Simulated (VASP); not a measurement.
Input of a VASP 6.6.1 run:

The input INCAR:

```
SYSTEM = BN
ALGO     = Normal         ! electronic algorithm
EDIFF    = 1E-8           ! SCF threshold, eV
ENCUT    = 600            ! plane-wave cutoff, eV
GGA      = PS             ! functional
GGA_COMPAT= .False.      
IBRION   = 8              ! ionic algorithm
ISIF     = 2              ! what is computed and relaxed
ISMEAR   = 0              ! smearing method
LASPH    = .True.         ! aspherical terms in the spheres
LCHARG   = .True.         ! write CHGCAR
LEPSILON = .True.         ! dielectric tensor by DFPT
LREAL    = .False.        ! projectors in reciprocal space
LWAVE    = .False.        ! write WAVECAR
NBANDS   = 11             ! bands
NELM     = 120            ! most SCF steps
NSW      = 1              ! ionic steps
PREC     = Accurate       ! precision mode
SIGMA    = 0.01           ! smearing width, eV
```

KPOINTS

```
k-points
0
Gamma
  12 12 12
  0 0 0
```

POSCAR

```
BN
1.0
    0.0000000000      1.7907425701      1.7907425701
    1.7907425701      0.0000000000      1.7907425701
    1.7907425701      1.7907425701      0.0000000000
B N
1 1
Direct
    0.0000000000      0.0000000000      0.0000000000
    0.2500000000      0.2500000000      0.2500000000
```

Potentials or basis: VASP PAW PBE potentials, release 64 (B, N).

Launch:

```bash
$ cat potpaw_PBE.64/B/POTCAR potpaw_PBE.64/N/POTCAR > POTCAR
$ mpirun -np 1 vasp_std > vasp.out
```

What does it give for the electronic dielectric tensor (diagonal)?

4.61.

What does it give for the Born charges (mean of the diagonal)?

B +1.89; N -1.89 e.

Predict the highest phonon frequency at Γ, LO-TO splitting left out.

1076 cm⁻¹.

Phonon frequencies in cm⁻¹ (negative: imaginary):
| q point | frequencies |
| --- | --- |
| (0.000, 0.000, 0.000) | 0 0 0 1076 1076 1076 |

Caveat: the cell differs from its parent crystal (phonons at volume x 0.98); the cell wasn't relaxed at this level first, which shifts response properties.
